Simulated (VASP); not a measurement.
Write the native input for VASP 6.6.1 that does the following.

| Property | Result |
| --- | --- |
| Task | single point |
| Functional | PBE |
| Dispersion | D3(BJ) |
| Potentials or basis | VASP PAW PBE potentials, release 64 (Al, O, H) |
| Cutoff | 520 eV |
| k mesh | 3 × 3 × 1 |
| Occupations | fermi-dirac, width 0.15 eV |
| Spin | no spin polarisation |
| Dipole correction | no |
| Further INCAR settings | LREAL = Auto; ALGO = Normal; EDIFF = 1e-06; NBANDS = 43 |

The structure of Al16H2O lies in POSCAR:

```
Al16H2O
1.0
    5.7275650000      0.0000000000      0.0000000000
    0.0000000000      5.7275650000      0.0000000000
    0.0000000000      0.0000000000     19.0750000000
Al O H
16 1 2
Direct
    0.2499999564      0.2499999564      0.0524245872
    0.7500000436      0.2499999564      0.0524245872
    0.2499999564      0.7500000436      0.0524245872
    0.7500000436      0.7500000436      0.0524245872
   -0.0000455691     -0.0018124631      0.1550027261
    0.4994804948     -0.0012570787      0.1552576671
   -0.0002140526      0.5001556508      0.1564798427
    0.4993177729      0.5020096673      0.1547551769
    0.2518723052      0.2505368337      0.2615866317
    0.7461991265      0.2497445249      0.2612449803
    0.2497511595      0.7516316271      0.2639508257
    0.7481121559      0.7519839583      0.2635310616
   -0.0017714334      0.0140310935      0.3616729751
    0.4994137998     -0.0020394356      0.3673738925
   -0.0016802952      0.4985291306      0.3659951769
    0.5008660749      0.4980792012      0.3634050328
    1.0094637075      0.5668901182      0.4738751769
    1.1658525045      0.6362218499      0.4799759371
    0.8992184288      0.6978407054      0.4795757274
```

These files were run (other wordings do the same):

INCAR

```
PREC = Accurate
ENCUT = 520
EDIFF = 1E-6
ISMEAR = -1
SIGMA = 0.15
LREAL = Auto
LASPH = True
NELM = 80
ALGO = Normal
ISIF = 2
LWAVE = False
LCHARG = True
GGA = PE
IVDW = 12
LELF = True
LVHAR = True
NBANDS = 43
```

KPOINTS

```
regular mesh
0
Gamma
  3 3 1
```

Potentials or basis: VASP PAW PBE potentials, release 64 (Al, O, H).

Run with:

```sh
$ cat potpaw_PBE.64/Al/POTCAR potpaw_PBE.64/O/POTCAR potpaw_PBE.64/H/POTCAR > POTCAR
$ mpirun -np 1 vasp_std > vasp.out
```

Results of the run:

```yaml
Largest_force: 0.096 eV/Å
Dispersion_energy_per_atom: -0.213 eV
```

Caveat: the k points lie up to 0.37 Å⁻¹ apart.

It took 5.5 min on 1 thread of Intel Xeon 6975P-C, on a shared host, peak memory 0.68 GiB.
